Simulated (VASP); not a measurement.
Wanted: the native input for a VASP 6.6.1 run.

- Task: single point
- Functional: PBE
- Potentials or basis: VASP PAW PBE potentials, release 64 (B, N)
- Cutoff: 520 eV
- k mesh: 8 × 8 × 4
- Occupations: gaussian, width 0.2 eV
- Spin: no spin polarisation
- Dipole correction: no
- Further INCAR settings: ALGO = Normal; EDIFF = 1e-07; NBANDS = 24

The structure of B3N lies in POSCAR:

```
B3N
1.0
    2.4627102514      0.0000000000      0.0000000000
    0.0000000000      2.4627102514      0.0000000000
    0.0000000000      0.0000000000      8.8922291467
B N
6 2
Direct
    0.5000000000      0.0000000000      0.3519724874
    0.5000000000      0.0000000000      0.8519724874
    0.0000000000      0.0000000000      0.0000000000
    0.0000000000      0.0000000000      0.5000000000
    0.0000000000      0.5000000000      0.1480275126
    0.0000000000      0.5000000000      0.6480275126
    0.5000000000      0.5000000000      0.2500000000
    0.5000000000      0.5000000000      0.7500000000
```

One way to write it, as run:

INCAR

```
SYSTEM = B3N
  ALGO = Normal
  EDIFF = 1E-7
  ENCUT = 520
  GGA = PE
  ISIF = 2
  ISMEAR = 0
  LASPH = .True.
  LCHARG = .False.
  LREAL = .False.
  LWAVE = .False.
  NBANDS = 24
  NELM = 80
  PREC = Accurate
  SIGMA = 0.2
```

KPOINTS

```
k-points
0
Gamma
  8 8 4
  0 0 0
```

Potentials or basis: VASP PAW PBE potentials, release 64 (B, N).

Launch:

```sh
$ cat potpaw_PBE.64/B/POTCAR potpaw_PBE.64/N/POTCAR > POTCAR
$ mpirun -np 1 vasp_std > vasp.out
```

It gave:

```yaml
Pressure: 0.2 GPa
Largest_force: 0.188 eV/Å
Band_gap_on_the_k_mesh: zero (band 14 reaches 10.94 eV, above the bottom of band 15 at 3.53 eV)
```

Wall time 24 s on 1 thread of Intel(R) Xeon(R) 6975P-C (Granite Rapids), with other jobs on the host, peak memory 0.18 GiB.
